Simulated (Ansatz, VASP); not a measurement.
**Two plane-wave programs on P**

Contents of POSCAR:

```
P
1.0
    3.2837277200      0.0000000000      0.0000000000
    0.0000000000     34.8570309900      0.0000000000
    0.0000000000      0.0000000000      4.6320847100
P
4
Direct
    0.0430673211      0.9743186131      0.5489736167
    0.0000000000      0.0297385700      0.4078492800
    0.5000000000      0.0297385700      0.0921507200
    0.5000000000      0.9702614300      0.9078492800
```

The input INCAR.step1:

```
PREC = Accurate ; ENCUT = 520
ISMEAR = 0 ; SIGMA = 0.05
LREAL = F ; LASPH = T
NELM = 100 ; NBANDS = 18
GGA = PE ; ALGO = Normal
EDIFF = 1E-4 ; LWAVE = T
LCHARG = F
```

INCAR.step2

```
PREC = Accurate ; ENCUT = 520
EDIFF = 1E-6 ; ISMEAR = 0
SIGMA = 0.05 ; LREAL = F
LASPH = T ; NELM = 100
ALGO = Normal ; ISIF = 2
LWAVE = F ; LCHARG = F
METAGGA = R2SCAN ; LMIXTAU = T
NBANDS = 18 ; ISTART = 1
```

File KPOINTS:

```
Automatic mesh
0
Gamma
  8 1 6
```

Input for Ansatz:

```yaml
crystal:
  lattice:
    - [3.28372772, 0.0, 0.0]
    - [0.0, 34.85703099, 0.0]
    - [0.0, 0.0, 4.63208471]
  atoms:
    - { symbol: P, position: [0.0430673211, 0.9743186131, 0.5489736167] }
    - { symbol: P, position: [0.0, 0.02973857, 0.40784928] }
    - { symbol: P, position: [0.5, 0.02973857, 0.09215072] }
    - { symbol: P, position: [0.5, 0.97026143, 0.90784928] }
basis:
  ecutwfc: 500
kpoints:
  mp_grid: { grid: [8, 1, 6] }
hamiltonian:
  xc: r2scan
scf:
  occupations: { method: gaussian, width: 0.05 }
output:
  forces: true
  stress: true
  eigenvalues: true
  write_density: true
  write_potential: true
  elf: true
  volumetric_format: npy
```

Alike in both runs: task single point; functional r2SCAN; k mesh 8 × 1 × 6; occupations gaussian, width 0.05 eV; no spin polarisation.

```csv
,VASP,Ansatz
version,VASP 6.6.1,Ansatz 0.2.0
potentials or method,"VASP PAW PBE potentials, release 64 (P), cutoff 520 eV","scalar-relativistic, plane waves, PAW"
valence electrons in the cell,20,20
```

```csv
,VASP,Ansatz,Ansatz less VASP
gap on the k mesh at the Fermi level (eV),1.27,1.25,-0.021
least direct gap on the mesh (eV),1.64,1.62,-0.025
rms of the force components (eV/Å),1.387,1.423,+0.0354
```

VASP's potentials were made for PBE, not for r2SCAN. Atom by atom the forces differ by 0.069 eV/Å (rms over components). With one functional, cell and mesh, what is left measures potentials, basis and numerics. Ansatz's warnings: xc potential rough in thin density.
